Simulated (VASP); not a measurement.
# Al10Ni4Pd4RuPt in VASP: further runs

The runs below take Al10Ni4Pd4RuPt through single point, with PBE.

All numbers are computed with VASP 6.6.1; they aren't measurements. Logs are shortened: lines on timing, memory, paths and dates and some standing lists are left out, and cuts for length are marked.

## 1. The cell of the first run

The typed cell holds 20 atoms: a = 5.774 Å, b = 6.915 Å, c = 6.754 Å, α = 91.72°, β = 90.00°, γ = 90.00°.

## 2. Single point, PBE

INCAR

```
SYSTEM = Al10Ni4Pd4RuPt
ALGO = Fast ; EDIFF = 1E-7
ENCUT = 520 ; GGA = PE
ISIF = 2 ; ISMEAR = 0
LASPH = .True. ; LCHARG = .False.
LREAL = Auto ; LWAVE = .False.
NBANDS = 83 ; NELM = 100
PREC = Accurate ; SIGMA = 0.1
```

KPOINTS

```
k-points
0
Gamma
  6 5 5
  0 0 0
```

POSCAR

```
Al10Ni4Pd4RuPt
1.0
    0.0002400000     -5.7735790000      0.0000860000
    6.2306970000     -0.0002820000      3.0003640000
   -3.1122440000      0.0000340000      5.9945180000
Al Ni Ru Pd Pt
10 4 1 4 1
Direct
    0.2518928770      0.2842449535      0.0946999994
    0.2515395600      0.5148684939      0.5052869196
    0.2526407703      0.7137723291      0.8823410511
    0.7474442754      0.2842743499      0.0947442799
    0.7477728553      0.5149015859      0.5052716836
    0.7467005716      0.7138657776      0.8823738487
    0.2470619578      0.8995458663      0.2997761177
    0.2521622888      0.0851163165      0.7180916758
    0.7522792522      0.8995753730      0.2997807153
    0.7471250788      0.0852311406      0.7181396484
    0.4996736028      0.0020847607      0.0133841433
    0.9996592312      0.9873942108      0.0086013329
    0.4996500832      0.7967802930      0.5862216044
    0.9996435178      0.8111554883      0.5905286969
    0.4997379367      0.4005221368      0.8001848153
    0.9996717527      0.2050333405      0.4078541212
    0.9997011927      0.3997370572      0.8004436187
    0.4996530675      0.6022597754      0.1879981984
    0.9996688299      0.5936121047      0.1931759483
    0.4996233684      0.1974019396      0.4115977636
```

Potentials or basis: VASP PAW PBE potentials, release 64 (Al, Ni, Ru_pv, Pd, Pt).

The run is started by

```console
$ cat potpaw_PBE.64/Al/POTCAR potpaw_PBE.64/Ni/POTCAR potpaw_PBE.64/Ru_pv/POTCAR potpaw_PBE.64/Pd/POTCAR potpaw_PBE.64/Pt/POTCAR > POTCAR
$ mpirun -np 1 vasp_std > vasp.out
```

OUTCAR:

```text
SYSTEM = Al10Ni4Pd4RuPt
   EDIFF = 1E-7
   ENCUT = 520
   GGA = PE
   ISIF = 2
   ISMEAR = 0
   LASPH = .True.
   LREAL = Auto
   NELM = 100
   PREC = Accurate

 ion  position               nearest neighbor table
   1  0.252  0.284  0.095-  11 2.47  12 2.57  15 2.60  17 2.61  16 2.64  19 2.66  20 2.66  18 2.68
                             8 2.86   4 2.86   4 2.91   7 3.04   2 3.16   3 3.34
   2  0.252  0.515  0.505-  13 2.47  14 2.56  15 2.60  17 2.61  19 2.63  16 2.66  18 2.66  20 2.68
                             3 2.86   5 2.87   5 2.91   7 3.04   1 3.16   8 3.34
   3  0.253  0.714  0.882-  12 2.52  13 2.54  14 2.56  11 2.59  15 2.64  18 2.64  17 2.66  19 2.71
                             8 2.83   6 2.85   2 2.86   6 2.92   7 3.06   1 3.34
   4  0.747  0.284  0.095-  11 2.47  12 2.57  15 2.60  17 2.61  16 2.64  19 2.66  20 2.66  18 2.68
                            10 2.86   1 2.86   1 2.91   9 3.04   5 3.16   6 3.34
   5  0.748  0.515  0.505-  13 2.47  14 2.56  15 2.60  17 2.61  19 2.63  16 2.66  18 2.66  20 2.68
                             6 2.86   2 2.87   2 2.91   9 3.04   4 3.16  10 3.34
   6  0.747  0.714  0.882-  12 2.52  13 2.54  14 2.56  11 2.59  15 2.64  18 2.64  17 2.66  19 2.71
                            10 2.83   3 2.85   5 2.86   3 2.92   9 3.06   4 3.34
   7  0.247  0.900  0.300-  14 2.52  12 2.52  11 2.54  13 2.54  18 2.61  20 2.62  16 2.63  19 2.64
                             9 2.86   9 2.92   1 3.04   2 3.04   3 3.06   8 3.07
   8  0.252  0.085  0.718-  14 2.52  11 2.53  12 2.55  13 2.59  20 2.65  15 2.65  17 2.66  16 2.70
                             3 2.83   1 2.86  10 2.86  10 2.92   7 3.07   2 3.34
   9  0.752  0.900  0.300-  14 2.52  12 2.52  11 2.54  13 2.54  18 2.61  20 2.62  16 2.63  19 2.64
                             7 2.86   7 2.92   4 3.04   5 3.04   6 3.06  10 3.07
  10  0.747  0.085  0.718-  14 2.52  11 2.53  12 2.55  13 2.59  20 2.65  15 2.65  17 2.66  16 2.70
                             6 2.83   4 2.86   8 2.86   8 2.92   9 3.07   5 3.34
  11  0.500  0.002  0.013-   1 2.47   4 2.47  10 2.53   8 2.53   9 2.54   7 2.54   6 2.59   3 2.59
                            12 2.89  12 2.89  20 2.97  18 3.04  15 3.15
  12  1.000  0.987  0.009-   6 2.52   3 2.52   9 2.52   7 2.52  10 2.55   8 2.55   4 2.57   1 2.57
                            11 2.89  11 2.89  19 3.03  14 3.04  16 3.05  17 3.22
  13  0.500  0.797  0.586-   5 2.47   2 2.47   3 2.54   6 2.54   7 2.54   9 2.54   8 2.59  10 2.59
                            14 2.89  14 2.89  18 2.97  20 3.04  15 3.14
  14  1.000  0.811  0.591-   9 2.52   7 2.52   8 2.52  10 2.52   6 2.56   3 2.56   5 2.56   2 2.56
                            13 2.89  13 2.89  16 3.02  19 3.04  12 3.04  17 3.22
  15  0.500  0.401  0.800-   5 2.60   2 2.60   4 2.60   1 2.60   3 2.64   6 2.64  10 2.65   8 2.65
                            17 2.89  17 2.89  18 2.93  20 2.94  13 3.14  11 3.15
  16  1.000  0.205  0.408-   7 2.63   9 2.63   4 2.64   1 2.64   2 2.66   5 2.66   8 2.70  10 2.70
                            20 2.89  20 2.89  17 2.94  14 3.02  12 3.05  19 3.09
  17  1.000  0.400  0.800-   1 2.61   4 2.61   2 2.61   5 2.61   3 2.66   6 2.66  10 2.66   8 2.66
                            15 2.89  15 2.89  19 2.94  16 2.94  14 3.22  12 3.22
  18  0.500  0.602  0.188-   7 2.61   9 2.61   3 2.64   6 2.64   5 2.66   2 2.66   4 2.68   1 2.68
                            19 2.89  19 2.89  15 2.93  13 2.97  11 3.04  20 3.22
  19  1.000  0.594  0.193-   2 2.63   5 2.63   9 2.64   7 2.64   4 2.66   1 2.66   6 2.71   3 2.71
                            18 2.89  18 2.89  17 2.94  12 3.03  14 3.04  16 3.09
  20  0.500  0.197  0.412-   9 2.62   7 2.62   8 2.65  10 2.65   1 2.66   4 2.66   2 2.68   5 2.68
                            16 2.89  16 2.89  15 2.94  11 2.97  13 3.04  18 3.22

  LATTYP: Found a triclinic cell.
 ALAT       =     6.9154731811
 B/A-ratio  =     0.9766910516
 C/A-ratio  =     0.8348783741
 COS(alpha) =     0.0000109680
 COS(beta)  =     0.0000846932
 COS(gamma) =     0.0300950979

  Lattice vectors:

 A1 = (  -6.2306970000,   0.0002820000,  -3.0003640000)
 A2 = (  -3.1122440000,   0.0000340000,   5.9945180000)
 A3 = (  -0.0002400000,   5.7735790000,  -0.0000860000)

Analysis of symmetry for initial positions (statically):
=====================================================================
 Subroutine PRICEL returns:
 Original cell was already a primitive cell.

 Routine SETGRP: Setting up the symmetry group for a
 triclinic supercell.

 Subroutine GETGRP returns: Found  1 space group operations
 (whereof  1 operations were pure point group operations)
 out of a pool of  2 trial point group operations.

The static configuration has the point symmetry C_1 .

Analysis of symmetry for dynamics (positions and initial velocities):
=====================================================================
 Subroutine PRICEL returns:
 Original cell was already a primitive cell.

 Routine SETGRP: Setting up the symmetry group for a
 triclinic supercell.

 Subroutine GETGRP returns: Found  1 space group operations
 (whereof  1 operations were pure point group operations)
 out of a pool of  2 trial point group operations.

The dynamic configuration has the point symmetry C_1 .

 Subroutine INISYM returns: Found  1 space group operations
 (whereof  1 operations are pure point group operations),
 and found     1 'primitive' translations

----------------------------------------------------------------------------------------

                                     Primitive cell

  volume of cell :     269.5562
[... 35 lines left out ...]
                 3           3
                 4           4
                 5           5
                 6           6
[... 12 lines left out ...]
                19          19
                20          20

----------------------------------------------------------------------------------------

 KPOINTS: k-points

Automatic generation of k-mesh.
 Grid dimensions read from file:
 generate k-points for:    6    5    5

 Generating k-lattice:

  Cartesian coordinates                     Fractional coordinates (reciprocal lattice)
    -0.000001108 -0.028867132 -0.000000412     0.166666667  0.000000000 -0.000000000
     0.025679113  0.000001266  0.013332125    -0.000000000  0.200000000  0.000000000
    -0.012852858 -0.000000137  0.026690848     0.000000000  0.000000000  0.200000000

  Length of vectors
     0.028867132  0.028933759  0.029624269

  Shift w.r.t. Gamma in fractional coordinates (k-lattice)
     0.000000000  0.000000000  0.000000000

 Subroutine IBZKPT returns following result:
 ===========================================

 Found     76 irreducible k-points:

 Following reciprocal coordinates:
            Coordinates               Weight
  0.000000  0.000000  0.000000      1.000000
  0.166667  0.000000  0.000000      2.000000
  0.333333  0.000000  0.000000      2.000000
  0.500000  0.000000  0.000000      1.000000
 -0.000000  0.200000 -0.000000      2.000000
  0.166667  0.200000  0.000000      2.000000
[... 16 lines left out ...]
 -0.000000  0.200000  0.200000      2.000000
  0.166667  0.200000  0.200000      2.000000
 [... further k-points ...]
   k-points           NKPTS =     76   k-points in BZ     NKDIM =     76   number of bands    NBANDS=     83
   number of dos      NEDOS =    301   number of ions     NIONS =     20
   total plane-waves  NPLWV = 129600
   dimension x,y,z NGX =    48 NGY =   54 NGZ =   50
   dimension x,y,z NGXF=    96 NGYF=  108 NGZF=  100
   ions per type =              10   4   1   4   1
   NGX,Y,Z   is equivalent  to a cutoff of  13.82, 12.98, 12.31 a.u.
   NGXF,Y,Z  is equivalent  to a cutoff of  27.64, 25.96, 24.61 a.u.
 SYSTEM =  Al10Ni4Pd4RuPt
   PREC   = accura    normal or accurate (medium, high low for compatibility)
   ISTART =      0    job   : 0-new  1-cont  2-samecut
   ICHARG =      2    charge: 1-file 2-atom 10-const
   ISPIN  =      1    spin polarized calculation?
   LNONCOLLINEAR =      F non collinear calculations
   LSORBIT =      F    spin-orbit coupling
   LASPH  =      T    aspherical Exc in radial PAW
   ENCUT  =  520.0 eV  38.22 Ry    6.18 a.u.  10.74 12.86 12.56*2*pi/ulx,y,z
   NELM   =    100;   NELMIN=  2; NELMDL= -5     # of ELM steps
   EDIFF  = 0.1E-06   stopping-criterion for ELM
   LREAL  =      T    real-space projection
   EDIFFG = 0.1E-05   stopping-criterion for IOM
   NSW    =      0    number of steps for IOM
   IBRION =     -1    ionic relax: 0-MD 1-quasi-New 2-CG
   NFREE  =      0    steps in history (QN), initial steepest desc. (CG)
   ISIF   =      2    stress and relaxation
   ISYM   =      2    0-nonsym 1-usesym 2-fastsym
   POTIM  = 0.5000    time-step for ionic-motion
   TEBEG  =    0.0;   TEEND  =   0.0 temperature during run
   PSTRESS=    0.0 pullay stress
   NELECT =     134.0000    total number of electrons
   NUPDOWN=      -1.0000    fix difference up-down
   EMIN   =  10.00;   EMAX   =-10.00  energy-range for DOS
   EFERMI =   0.00;   METHOD = LEGACY
   ISMEAR =     0;   SIGMA  =   0.10  broadening in eV -4-tet -1-fermi 0-gaus
   EFERMI_NEDOS =   21; number of points for ismear=-14 and -15
   IALGO  =     68    algorithm
   IMIX   =      4    mixing-type and parameters
     AMIX     =   0.40;   BMIX     =  1.00
     AMIX_MAG =   1.60;   BMIX_MAG =  1.00
  volume/ion in A,a.u.               =      13.48        90.95
  Fermi-wavevector in a.u.,A,eV,Ry     =   1.296861  2.450711 22.882925  1.681848
  Thomas-Fermi vector in A             =   2.428290
   LORBIT       =      0    0 simple, 1 ext, 2 COOP (PROOUT), +10 PAW based schemes
   GGA     = PE    functional components
   LHFCALC =     F    Hartree Fock is set to
   AEXX    =    0.0000 exact exchange contribution
   IVDW    =     0    specifies the selected vdW correction
   LEPSILON=     F    determine dielectric tensor
   LRPA    =     F    only Hartree local field effects (RPA)
 non-spin polarized calculation
 RMM-DIIS sequential band-by-band and
 Gauss-broadening in eV      SIGMA  =   0.10
  energy-cutoff  :      520.00
  volume of cell :      269.56
 maximum number of plane-waves:      7282
 NGX is ok and might be reduce to    48
   NGX = 21   NGY = 25   NGZ = 25

 number of electron     134.0000013 magnetization

 Free energy of the ion-electron system (eV)
  ---------------------------------------------------
  ext. energy  EPLUGINS =         0.00000000
  ---------------------------------------------------
  free energy    TOTEN  =      -110.76066655 eV

  energy without entropy =     -110.72278052  energy(sigma->0) =     -110.74172354

 E-fermi :  10.2915     XC(G=0): -12.0453

 val. band max:       10.2905084678   @ k =   0.5000   0.2000   0.4000
 cond. band min:      10.3061781863   @ k =   0.3333   0.0000   0.0000
 fundamental gap:      0.0156697185
 Fermi energy:        10.2914911645

 k-point     1 :       0.0000    0.0000    0.0000
  band No.  band energies     occupation
      1     -32.0427      2.00000
      2     -31.9792      2.00000
      3     -31.9278      2.00000
      4      -0.5127      2.00000
      5       2.2620      2.00000
      6       2.4043      2.00000
[... 1957 lines left out ...]
     78      13.5198      0.00000
     79      13.7509      0.00000

 [... further k-points ...]

 [bands above 79 left out]

------------------------ aborting loop because EDIFF is reached ----------------------------------------

  FORCE on cell =-STRESS in cart. coord.  units (eV):
  Direction    XX          YY          ZZ          XY          YZ          ZX
  --------------------------------------------------------------------------------------
  -------------------------------------------------------------------------------------
  Total       -2.6506725      3.7809085      0.4405704      0.0124176      0.0032623     -0.0933375
  in kB      -15.7549598     22.4728103      2.6186445      0.0738070      0.0193900     -0.5547756
  external PRESSURE =       3.1121650 kB  Pullay stress =       0.0000000 kB

 VOLUME and BASIS-vectors are now :
 -----------------------------------------------------------------------------
  energy-cutoff  :      520.00
  volume of cell :      269.56
      direct lattice vectors                 reciprocal lattice vectors
     0.000240000 -5.773579000  0.000086000    -0.000006650 -0.173202792 -0.000002470
     6.230697000 -0.000282000  3.000364000     0.128395564  0.000006330  0.066660626
    -3.112244000  0.000034000  5.994518000    -0.064264288 -0.000000684  0.133454242

 POSITION                                       TOTAL-FORCE (eV/Angst)
 -----------------------------------------------------------------------------------
      1.47638     -1.45440      1.42054        -0.003847     -0.069672      0.042931
      1.63547     -1.45241      4.57377         0.011199     -0.076395     -0.037244
      1.70130     -1.45881      7.43081         0.014065     -0.067047      0.076915
      1.47654     -4.31551      1.42094        -0.005682      0.068459      0.041687
      1.63585     -4.31745      4.57382         0.008802      0.075516     -0.037261
      1.70190     -4.31131      7.43133         0.010708      0.067362      0.074422
[... 12 lines left out ...]
      3.09765     -5.77183      2.93914        -0.078290     -0.000057      0.063184
     -0.05092     -2.88466      3.05965         0.008851     -0.001437      0.007021
 -----------------------------------------------------------------------------------
    total drift:                               -0.007095      0.000206     -0.003016

  FREE ENERGIE OF THE ION-ELECTRON SYSTEM (eV)
  ---------------------------------------------------
  free  energy   TOTEN  =      -110.7606665530 eV

  energy  without entropy=     -110.7227805194  energy(sigma->0) =     -110.74172354
```

Run time: 2 h. Hardware: 1 thread of Oxide Virtual Turin-like, shared host; peak memory 1.1 GiB.

Results:

```yaml
Free_energy: -110.7607 eV
Pressure: 0.3 GPa
Largest_force: 0.117 eV/Å
Band_gap_on_the_k_mesh: zero (bands 67 and 68 overlap by 0.77 eV)
```

Forces on the atoms (eV/Å):
```
Al  -0.004 -0.070  0.043
Al   0.011 -0.076 -0.037
Al   0.014 -0.067  0.077
Al  -0.006  0.068  0.042
Al   0.009  0.076 -0.037
Al   0.011  0.067  0.074
Al  -0.003 -0.091 -0.005
Al   0.001 -0.070 -0.061
Al  -0.003  0.091 -0.006
Al  -0.002  0.067 -0.066
Ni   0.095  0.000 -0.034
Ni  -0.041 -0.001 -0.105
Ni  -0.096 -0.001  0.011
Ni   0.028  0.000  0.113
Ru  -0.049  0.004 -0.027
Pd   0.090  0.003 -0.056
Pd   0.000  0.002  0.015
Pd   0.014 -0.001 -0.011
Pd  -0.078  0.000  0.063
Pt   0.009 -0.001  0.007
```

Stress tensor (GPa, compression positive):
```
-1.58  0.01 -0.06
 0.01  2.25  0.00
-0.06  0.00  0.26
```

Levels at points of the mesh, in eV from the Fermi level:
```csv
k point,band 65,band 66,band 67,band 68,band 69,band 70
"(0.00, 0.00, 0.00)",-0.66,-0.53,-0.47,-0.46,-0.30,-0.21
"(0.50, 0.00, 0.00)",-0.27,-0.18,-0.05,0.05,0.11,0.20
```

Caveat: spin-orbit coupling is left out, which moves the levels of the heavy elements.

[end of part 1 of 2]

The gap in the log of VASP goes by the Fermi energy; the results here count the filled bands.